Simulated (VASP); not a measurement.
# ZnS (Imm2) in VASP: notebook

ZnS is run at these levels: r2SCAN; tasks: single point.

All numbers are computed with VASP 6.6.1; they aren't measurements. Logs are shortened: lines on timing, memory, paths and dates and some standing lists are left out, and cuts for length are marked.

**1. The cell of the first run**

The structure is orthorhombic, space group Imm2 (No. 44). The conventional cell has a = 3.811 Å, b = 3.811 Å, c = 5.389 Å, α = 90.00°, β = 90.00°, γ = 90.00°. Zn (site symmetry mm2) has 4 S at 2.11 to 2.62 Å within 2.8 Å. S (site symmetry mm2) has 4 Zn at 2.11 to 2.62 Å within 2.8 Å.

**2. Single point, r2SCAN (atoms displaced along a vibrational mode)**

POSCAR

```
ZnS
1.0
    0.0000000000      2.6945131952      2.6945131952
    2.6945131952      0.0000000000      2.6945131952
    2.6945131952      2.6945131952      0.0000000000
Zn S
1 1
Direct
    0.0272979193     -0.0272979193      0.0272979193
    0.6943313173      0.8056686827      0.6943313173
```

INCAR.step1

```
PREC = Accurate ; ENCUT = 520
ISMEAR = 0 ; SIGMA = 0.05
LREAL = F ; LASPH = T
NELM = 100 ; NBANDS = 16
GGA = PE ; ALGO = Normal
EDIFF = 1E-4 ; LWAVE = T
LCHARG = F
```

INCAR.step2

```
PREC = Accurate ; ENCUT = 520
EDIFF = 1E-6 ; ISMEAR = 0
SIGMA = 0.05 ; LREAL = F
LASPH = T ; NELM = 100
ALGO = Normal ; ISIF = 2
LWAVE = F ; LCHARG = F
METAGGA = R2SCAN ; LMIXTAU = T
NBANDS = 16 ; ISTART = 1
```

KPOINTS

```
regular mesh
0
Gamma
  8 8 8
```

Potentials or basis: VASP PAW PBE potentials, release 64 (Zn, S).

Command:

```console
$ cat potpaw_PBE.64/Zn/POTCAR potpaw_PBE.64/S/POTCAR > POTCAR
$ cp INCAR.step1 INCAR
$ mpirun -np 1 vasp_std > vasp.out
$ cp INCAR.step2 INCAR
$ mpirun -np 1 vasp_std > vasp.out
```

OUTCAR:

```text
PREC = Accurate
   ENCUT = 520
   EDIFF = 1E-6
   ISMEAR = 0
   LREAL = F
   LASPH = T
   NELM = 100
   ISIF = 2
   METAGGA = R2SCAN
   ISTART = 1

 ion  position               nearest neighbor table
   1  0.027  0.973  0.027-   2 2.11   2 2.11   2 2.62   2 2.62
   2  0.694  0.806  0.694-   1 2.11   1 2.11   1 2.62   1 2.62

  LATTYP: Found a face centered cubic cell.
 ALAT       =     5.3890263904

  Lattice vectors:

 A1 = (   0.0000000000,   2.6945131952,   2.6945131952)
 A2 = (   2.6945131952,   0.0000000000,   2.6945131952)
 A3 = (   2.6945131952,   2.6945131952,   0.0000000000)

Analysis of symmetry for initial positions (statically):
=====================================================================
 Subroutine PRICEL returns:
 Original cell was already a primitive cell.

 Routine SETGRP: Setting up the symmetry group for a
 face centered cubic supercell.

 Subroutine GETGRP returns: Found  4 space group operations
 (whereof  4 operations were pure point group operations)
 out of a pool of 48 trial point group operations.

The static configuration has the point symmetry C_2v.

Analysis of symmetry for dynamics (positions and initial velocities):
=====================================================================
 Subroutine PRICEL returns:
 Original cell was already a primitive cell.

 Routine SETGRP: Setting up the symmetry group for a
 face centered cubic supercell.

 Subroutine GETGRP returns: Found  4 space group operations
 (whereof  4 operations were pure point group operations)
 out of a pool of 48 trial point group operations.

The dynamic configuration has the point symmetry C_2v.

 Subroutine INISYM returns: Found  4 space group operations
 (whereof  4 operations are pure point group operations),
 and found     1 'primitive' translations

----------------------------------------------------------------------------------------

                                     Primitive cell

  volume of cell :      39.1265

  direct lattice vectors                    reciprocal lattice vectors
     0.000000000  2.694513195  2.694513195    -0.185562276  0.185562276  0.185562276
     2.694513195  0.000000000  2.694513195     0.185562276 -0.185562276  0.185562276
     2.694513195  2.694513195  0.000000000     0.185562276  0.185562276 -0.185562276

  length of vectors
     3.810617105  3.810617105  3.810617105     0.321403289  0.321403289  0.321403289

  position of ions in fractional coordinates (direct lattice)
     0.027297919  0.972702081  0.027297919
     0.694331317  0.805668683  0.694331317

  ion indices of the primitive-cell ions
   primitive index   ion index
                 1           1
                 2           2

----------------------------------------------------------------------------------------

 KPOINTS: regular mesh

Automatic generation of k-mesh.
 Grid dimensions read from file:
 generate k-points for:    8    8    8

 Generating k-lattice:

  Cartesian coordinates                     Fractional coordinates (reciprocal lattice)
    -0.023195284  0.023195284  0.023195284     0.125000000  0.000000000  0.000000000
     0.023195284 -0.023195284  0.023195284     0.000000000  0.125000000  0.000000000
     0.023195284  0.023195284 -0.023195284     0.000000000  0.000000000  0.125000000

  Length of vectors
     0.040175411  0.040175411  0.040175411

  Shift w.r.t. Gamma in fractional coordinates (k-lattice)
     0.000000000  0.000000000  0.000000000

 Subroutine IBZKPT returns following result:
 ===========================================

 Found     95 irreducible k-points:

 Following reciprocal coordinates:
            Coordinates               Weight
  0.000000  0.000000  0.000000      1.000000
  0.125000  0.000000  0.000000      4.000000
  0.000000  0.125000  0.000000      4.000000
  0.250000  0.000000  0.000000      4.000000
  0.000000  0.250000  0.000000      4.000000
  0.375000  0.000000  0.000000      4.000000
[... 16 lines left out ...]
  0.500000  0.375000  0.500000      4.000000
 -0.375000  0.125000  0.000000      8.000000
 [... further k-points ...]
   k-points           NKPTS =     95   k-points in BZ     NKDIM =     95   number of bands    NBANDS=     16
   number of dos      NEDOS =    301   number of ions     NIONS =      2
   total plane-waves  NPLWV =  21952
   dimension x,y,z NGX =    28 NGY =   28 NGZ =   28
   dimension x,y,z NGXF=    56 NGYF=   56 NGZF=   56
   ions per type =               1   1
   NGX,Y,Z   is equivalent  to a cutoff of  12.22, 12.22, 12.22 a.u.
   NGXF,Y,Z  is equivalent  to a cutoff of  24.43, 24.43, 24.43 a.u.
 SYSTEM =  unknown system
   PREC   = accura    normal or accurate (medium, high low for compatibility)
   ISTART =      1    job   : 0-new  1-cont  2-samecut
   ICHARG =      0    charge: 1-file 2-atom 10-const
   ISPIN  =      1    spin polarized calculation?
   LNONCOLLINEAR =      F non collinear calculations
   LSORBIT =      F    spin-orbit coupling
   LASPH  =      T    aspherical Exc in radial PAW
   ENCUT  =  520.0 eV  38.22 Ry    6.18 a.u.   7.09  7.09  7.09*2*pi/ulx,y,z
   NELM   =    100;   NELMIN=  2; NELMDL=  0     # of ELM steps
   EDIFF  = 0.1E-05   stopping-criterion for ELM
   LREAL  =      F    real-space projection
   EDIFFG = 0.1E-04   stopping-criterion for IOM
   NSW    =      0    number of steps for IOM
   IBRION =     -1    ionic relax: 0-MD 1-quasi-New 2-CG
   NFREE  =      0    steps in history (QN), initial steepest desc. (CG)
   ISIF   =      2    stress and relaxation
   ISYM   =      2    0-nonsym 1-usesym 2-fastsym
   POTIM  = 0.5000    time-step for ionic-motion
   TEBEG  =    0.0;   TEEND  =   0.0 temperature during run
   PSTRESS=    0.0 pullay stress
   NELECT =      18.0000    total number of electrons
   NUPDOWN=      -1.0000    fix difference up-down
   EMIN   =  10.00;   EMAX   =-10.00  energy-range for DOS
   EFERMI =   0.00;   METHOD = LEGACY
   ISMEAR =     0;   SIGMA  =   0.05  broadening in eV -4-tet -1-fermi 0-gaus
   EFERMI_NEDOS =   21; number of points for ismear=-14 and -15
   IALGO  =     38    algorithm
   IMIX   =      4    mixing-type and parameters
     AMIX     =   0.40;   BMIX     =  1.00
     AMIX_MAG =   1.60;   BMIX_MAG =  1.00
  volume/ion in A,a.u.               =      19.56       132.02
  Fermi-wavevector in a.u.,A,eV,Ry     =   1.263791  2.388219 21.730795  1.597168
  Thomas-Fermi vector in A             =   2.397130
   LORBIT       =      0    0 simple, 1 ext, 2 COOP (PROOUT), +10 PAW based schemes
   METAGGA = R2SCAN    functional components
   LHFCALC =     F    Hartree Fock is set to
   AEXX    =    0.0000 exact exchange contribution
   IVDW    =     0    specifies the selected vdW correction
   LEPSILON=     F    determine dielectric tensor
   LRPA    =     F    only Hartree local field effects (RPA)
 non-spin polarized calculation
 Gauss-broadening in eV      SIGMA  =   0.05
  energy-cutoff  :      520.00
  volume of cell :       39.13
 maximum number of plane-waves:      1067
   NGX = 15   NGY = 15   NGZ = 15

 number of electron      17.9999983 magnetization

 Free energy of the ion-electron system (eV)
  ---------------------------------------------------
  ext. energy  EPLUGINS =         0.00000000
  ---------------------------------------------------
  free energy    TOTEN  =       -18.30573780 eV

  energy without entropy =      -18.30573780  energy(sigma->0) =      -18.30573780

 E-fermi :   2.3714     XC(G=0): -10.3043

 val. band max:        2.0944597527   @ k =   0.0000   0.0000   0.0000
 cond. band min:       4.7567881937   @ k =   0.0000   0.0000   0.0000
 fundamental gap:      2.6623284410
 Fermi energy:         2.3713647464

 k-point     1 :       0.0000    0.0000    0.0000
  band No.  band energies     occupation
      1     -12.0213      2.00000
      2      -5.2314      2.00000
      3      -4.9306      2.00000
      4      -4.6434      2.00000
      5      -4.4404      2.00000
      6      -4.3747      2.00000
[... 8 lines left out ...]
     15      14.1970      0.00000
     16      14.3607      0.00000

 k-point     2 :       0.1250    0.0000    0.0000
  band No.  band energies     occupation
      1     -11.8876      2.00000
      2      -5.2684      2.00000
      3      -4.8579      2.00000
      4      -4.6355      2.00000
      5      -4.4435      2.00000
      6      -4.3808      2.00000
[... 8 lines left out ...]
     15      13.3835      0.00000
     16      15.0088      0.00000

 k-point     3 :       0.0000    0.1250    0.0000
  band No.  band energies     occupation
      1     -11.9148      2.00000
      2      -5.2134      2.00000
      3      -4.9228      2.00000
      4      -4.6373      2.00000
      5      -4.4406      2.00000
      6      -4.3694      2.00000
[... 8 lines left out ...]
     15      13.6763      0.00000
     16      15.0188      0.00000

 k-point     4 :       0.2500    0.0000    0.0000
  band No.  band energies     occupation
      1     -11.5338      2.00000
      2      -5.3198      2.00000
      3      -4.6884      2.00000
      4      -4.6379      2.00000
      5      -4.4280      2.00000
      6      -4.3930      2.00000
[... 8 lines left out ...]
     15      13.3935      0.00000
     16      14.7394      0.00000
[... 324 lines left out ...]
 k-point    22 :       0.1250    0.0000    0.5000
  band No.  band energies     occupation
      1     -10.9244      2.00000
      2      -5.2409      2.00000
      3      -4.6395      2.00000
      4      -4.4828      2.00000
      5      -4.3624      2.00000
      6      -4.2257      2.00000
[... 8 lines left out ...]
     15      15.6329      0.00000
     16      16.5124      0.00000

 k-point    23 :       0.5000    0.3750    0.5000
  band No.  band energies     occupation
      1     -11.1556      2.00000
      2      -5.0970      2.00000
      3      -4.8600      2.00000
      4      -4.4188      2.00000
      5      -4.3783      2.00000
      6      -4.1517      2.00000
[... 8 lines left out ...]
     15      15.5704      0.00000
     16      16.3475      0.00000

 k-point    24 :      -0.3750    0.1250    0.0000
  band No.  band energies     occupation
      1     -10.9844      2.00000
      2      -5.2689      2.00000
      3      -4.6675      2.00000
      4      -4.4737      2.00000
      5      -4.3934      2.00000
      6      -4.2782      2.00000
[... 8 lines left out ...]
     15      15.1612      0.00000
     16      16.9848      0.00000

 [... further k-points ...]
[... 5 lines left out ...]
  --------------------------------------------------------------------------------------
  -------------------------------------------------------------------------------------
  Total        2.1999163      0.4486034      2.1999163      0.0000000      0.0000000     -2.9062395
  in kB       90.0836123     18.3697057     90.0836123      0.0000000      0.0000000   -119.0065969
  external PRESSURE =      66.1789768 kB  Pullay stress =       0.0000000 kB

 VOLUME and BASIS-vectors are now :
 -----------------------------------------------------------------------------
  energy-cutoff  :      520.00
  volume of cell :       39.13
      direct lattice vectors                 reciprocal lattice vectors
     0.000000000  2.694513195  2.694513195    -0.185562276  0.185562276  0.185562276
     2.694513195  0.000000000  2.694513195     0.185562276 -0.185562276  0.185562276
     2.694513195  2.694513195  0.000000000     0.185562276  0.185562276 -0.185562276

 POSITION                                       TOTAL-FORCE (eV/Angst)
 -----------------------------------------------------------------------------------
      2.69451      0.14711      2.69451         0.000000     -2.342813      0.000000
      4.04177      3.74177      4.04177         0.000000      2.342813      0.000000
 -----------------------------------------------------------------------------------
    total drift:                                0.000130      0.011062      0.000130

  FREE ENERGIE OF THE ION-ELECTRON SYSTEM (eV)
  ---------------------------------------------------
  free  energy   TOTEN  =       -18.3057378045 eV

  energy  without entropy=      -18.3057378045  energy(sigma->0) =      -18.30573780
```

Run time: 5 min. Hardware: 1 thread of Intel Xeon 8259CL, shared host; peak memory 0.2 GiB.

Results:

| Quantity | Value |
| --- | --- |
| Free energy | -18.3057 eV |
| Pressure | 6.6 GPa |
| Largest force | 2.343 eV/Å |
| Band gap on the k mesh | 2.66 eV |

Forces in eV/Å, atoms in the order of the input:
```
Zn   0.000 -2.343  0.000
S    0.000  2.343  0.000
```

Stress tensor (GPa, compression positive):
```
  9.01   0.00 -11.90
  0.00   1.84   0.00
-11.90   0.00   9.01
```

Caveat: the cell differs from its parent crystal (atoms displaced along a vibrational mode); the cell stands under pressure; the PAW data sets were made with another functional, which shifts forces and pressure a little. A k mesh can miss the band edges.

**3. Single point, r2SCAN (atoms displaced along a vibrational mode)**

POSCAR

```
ZnS
1.0
    0.0000000000      2.6945131952      2.6945131952
    2.6945131952      0.0000000000      2.6945131952
    2.6945131952      2.6945131952      0.0000000000
Zn S
1 1
Direct
   -0.0204734395      0.0204734395     -0.0204734395
    0.7917515120      0.7082484880      0.7917515120
```

INCAR.step1

```
SYSTEM = ZnS
PREC     = Accurate       ! precision mode
ENCUT    = 520            ! plane-wave cutoff, eV
ISMEAR   = 0              ! smearing method
SIGMA    = 0.05           ! smearing width, eV
LREAL    = .False.        ! projectors in reciprocal space
LASPH    = .True.         ! aspherical terms in the spheres
NELM     = 80             ! most SCF steps
NBANDS   = 16             ! bands
GGA      = PE             ! functional
ALGO     = Normal         ! electronic algorithm
EDIFF    = 1E-4           ! SCF threshold, eV
LWAVE    = .True.         ! write WAVECAR
LCHARG   = .False.        ! write CHGCAR
```

INCAR.step2

```
SYSTEM = ZnS
PREC     = Accurate       ! precision mode
ENCUT    = 520            ! plane-wave cutoff, eV
EDIFF    = 1E-6           ! SCF threshold, eV
ISMEAR   = 0              ! smearing method
SIGMA    = 0.05           ! smearing width, eV
LREAL    = .False.        ! projectors in reciprocal space
LASPH    = .True.         ! aspherical terms in the spheres
NELM     = 80             ! most SCF steps
ALGO     = Normal         ! electronic algorithm
ISIF     = 2              ! what is computed and relaxed
LWAVE    = .False.        ! write WAVECAR
LCHARG   = .False.        ! write CHGCAR
METAGGA  = R2SCAN         ! meta-GGA
LMIXTAU  = .True.       
NBANDS   = 16             ! bands
ISTART   = 1
```

KPOINTS

```
Automatic mesh
0
Gamma
  8 8 8
  0 0 0
```

Potentials or basis: VASP PAW PBE potentials, release 64 (Zn, S).

Command:

```console
$ cat potpaw_PBE.64/Zn/POTCAR potpaw_PBE.64/S/POTCAR > POTCAR
$ cp INCAR.step1 INCAR
$ mpirun -np 1 vasp_std > vasp.out
$ cp INCAR.step2 INCAR
$ mpirun -np 1 vasp_std > vasp.out
```

It took 5.4 min on 1 thread of Intel Xeon 8259CL, shared host; peak memory 0.21 GiB.

The run converged. Its results:

```
Free energy            : -18.5428 eV
Pressure               : 3.9 GPa
Largest force          : 1.866 eV/Å
Band gap on the k mesh : 2.65 eV
```

Forces on the atoms (eV/Å):
```
Zn   0.000  1.866  0.000
S    0.000 -1.866  0.000
```

Stress tensor (GPa, compression positive):
```
5.25 0.00 8.52
0.00 1.24 0.00
8.52 0.00 5.25
```

Levels at points of the mesh, in eV from the valence-band top:
```
           k point  band 7  band 8  band 9  band 10  band 11  band 12
(0.00, 0.00, 0.00)   -0.67   -0.05    0.00     2.65     6.72     6.93
(0.50, 0.00, 0.00)   -5.05   -1.48   -0.49     3.48     6.34     7.84
(0.00, 0.50, 0.00)   -5.77   -1.47   -0.68     3.96     6.72     8.33
(0.50, 0.50, 0.00)   -4.84   -2.38   -2.19     3.40     4.23    11.58
(0.50, 0.00, 0.50)   -4.59   -2.61   -2.31     3.15     4.74    11.48
```

Caveat: the cell differs from its parent crystal (atoms displaced along a vibrational mode); the cell stands under pressure; the PAW data sets were made with another functional, which shifts forces and pressure a little. A k mesh can miss the band edges.

**4. Single point, r2SCAN (atoms displaced along a vibrational mode)**

POSCAR

```
ZnS
1.0
    0.0000000000      2.6945131952      2.6945131952
    2.6945131952      0.0000000000      2.6945131952
    2.6945131952      2.6945131952      0.0000000000
Zn S
1 1
Direct
    0.0136489597     -0.0136489597      0.0136489597
    0.7221656587      0.7778343413      0.7221656587
```

INCAR.step1

```
  ALGO = Normal
  EDIFF = 1E-4
  ENCUT = 520
  GGA = PE
  ISMEAR = 0
  LASPH = True
  LCHARG = False
  LREAL = False
  LWAVE = True
  NBANDS = 16
  NELM = 80
  PREC = Accurate
  SIGMA = 0.05
```

INCAR.step2

```
  ALGO = Normal
  EDIFF = 1E-6
  ENCUT = 520
  ISIF = 2
  ISMEAR = 0
  ISTART = 1
  LASPH = True
  LCHARG = False
  LMIXTAU = True
  LREAL = False
  LWAVE = False
  METAGGA = R2SCAN
  NBANDS = 16
  NELM = 80
  PREC = Accurate
  SIGMA = 0.05
```

KPOINTS

```
k-points
0
Gamma
  8 8 8
```

Command:

```console
$ cat potpaw_PBE.64/Zn/POTCAR potpaw_PBE.64/S/POTCAR > POTCAR
$ cp INCAR.step1 INCAR
$ mpirun -np 1 vasp_std > vasp.out
$ cp INCAR.step2 INCAR
$ mpirun -np 1 vasp_std > vasp.out
```

It took 4.8 min on 1 thread of Intel Xeon 8259CL, shared host; peak memory 0.2 GiB.

The run converged. Its results:

| Quantity | Value |
| --- | --- |
| Free energy | -18.7202 eV |
| Pressure | 1.8 GPa |
| Largest force | 1.289 eV/Å |
| Band gap on the k mesh | 2.65 eV |

Forces in eV/Å, atoms in the order of the input:
```
Zn   0.000 -1.289  0.000
S    0.000  1.289  0.000
```

Stress tensor (GPa, compression positive):
```
 2.39  0.00 -5.45
 0.00  0.63  0.00
-5.45  0.00  2.39
```

Levels at points of the mesh, in eV from the valence-band top:
| k point | band 7 | band 8 | band 9 | band 10 | band 11 | band 12 |
| --- | --- | --- | --- | --- | --- | --- |
| (0.00, 0.00, 0.00) | -0.40 | -0.03 | 0.00 | 2.65 | 6.77 | 6.84 |
| (0.50, 0.00, 0.00) | -5.74 | -1.34 | -0.76 | 3.92 | 6.93 | 8.02 |
| (0.00, 0.50, 0.00) | -5.18 | -1.27 | -0.61 | 3.56 | 6.63 | 7.68 |
| (0.50, 0.50, 0.00) | -4.78 | -2.39 | -2.29 | 3.53 | 4.33 | 11.67 |
| (0.50, 0.00, 0.50) | -4.65 | -2.50 | -2.33 | 3.38 | 4.60 | 11.63 |

Caveat: the cell differs from its parent crystal (atoms displaced along a vibrational mode); the PAW data sets were made with another functional, which shifts forces and pressure a little.

(Part 1 of 2 ends here.)
